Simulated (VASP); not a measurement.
Crystal: Ti.

```
CELL_PARAMETERS angstrom
0.00000 2.09090 2.03000
2.09090 0.00000 2.03000
2.09090 2.09090 0.00000
ATOMIC_POSITIONS crystal
Ti 0.00000 0.00000 0.00000
```

This cell differs from its parent crystal: equal xx and yy strain of +3 %.

Base run:

- Program: VASP 6.6.1
- Functional: LDA
- Potentials or basis: VASP PAW LDA potentials, release 64 (Ti_sv)
- Cutoff: 520 eV
- k mesh: 15 × 15 × 15
- Occupations: fermi-dirac, width 0.05 eV
- Spin: no spin polarisation

Its results: band gap on the k mesh zero (bands 6 and 7 overlap by 1.15 eV); pressure -10.5 GPa.

Question: The run is repeated on the same cell with these changes: cutoff from 520 eV to 400 eV; further incar settings from ALGO = Normal; EDIFF = 1e-06; NBANDS = 12 to ALGO = Normal; EDIFF = 1e-08; NBANDS = 12. What comes out?

Answer: Band gap on the k mesh zero (bands 6 and 7 overlap by 1.15 eV); pressure -11.2 GPa.

Caveats: the cell stands under tension.
